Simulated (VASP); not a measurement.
# SiGe: single point with LDA

SiGe:

```
CELL_PARAMETERS angstrom
3.68962 0.00000 0.00000
-1.84481 3.19530 0.00000
0.00000 0.00000 7.31467
ATOMIC_POSITIONS crystal
Si 0.66667 0.33333 0.87450
Si 0.33333 0.66667 0.37450
Ge 0.66667 0.33333 0.50050
Ge 0.33333 0.66667 0.00050
```

This cell differs from its parent crystal: volume 21.559 Å^3 an atom, c/a of the conventional cell 1.9825.

```yaml
Program: VASP 6.6.1
Task: single point
Functional: LDA
Potentials_or_basis: VASP PAW LDA potentials, release 64 (Si, Ge_d)
Cutoff: 520 eV
k_mesh: 12 × 12 × 6
Occupations: gaussian, width 0.03 eV
Spin: no spin polarisation
```

```yaml
Pressure: 0.7 GPa
Largest_force: 0.747 eV/Å
Band_gap_on_the_k_mesh: zero (band 18 reaches 5.49 eV, above the bottom of band 19 at 4.83 eV)
```

Forces in eV/Å, atoms in the order of the input:
```
Si   0.000  0.000 -0.747
Si   0.000  0.000 -0.747
Ge   0.000  0.000  0.747
Ge   0.000  0.000  0.747
```

Stress tensor (GPa, compression positive):
```
  8.75   0.00   0.00
  0.00   8.75   0.00
  0.00   0.00 -15.50
```

Levels at points of the mesh, in eV from the Fermi level:
| k point | band 16 | band 17 | band 18 | band 19 | band 20 | band 21 |
| --- | --- | --- | --- | --- | --- | --- |
| (0.00, 0.00, 0.00) | -0.35 | -0.35 | 0.42 | 0.42 | 2.49 | 3.32 |
| (0.50, 0.00, 0.00) | -2.42 | -2.26 | -1.42 | 1.28 | 1.38 | 2.75 |
| (0.00, 0.00, 0.50) | -0.01 | -0.01 | -0.01 | 2.91 | 2.91 | 3.93 |
| (0.50, 0.00, 0.50) | -2.65 | -1.89 | -1.89 | 0.36 | 0.36 | 2.08 |

Wall time 2.4 min on 1 thread of AMD EPYC 7R43 64-Core Processor (Zen 3) (shared host), peak memory 0.23 GiB.
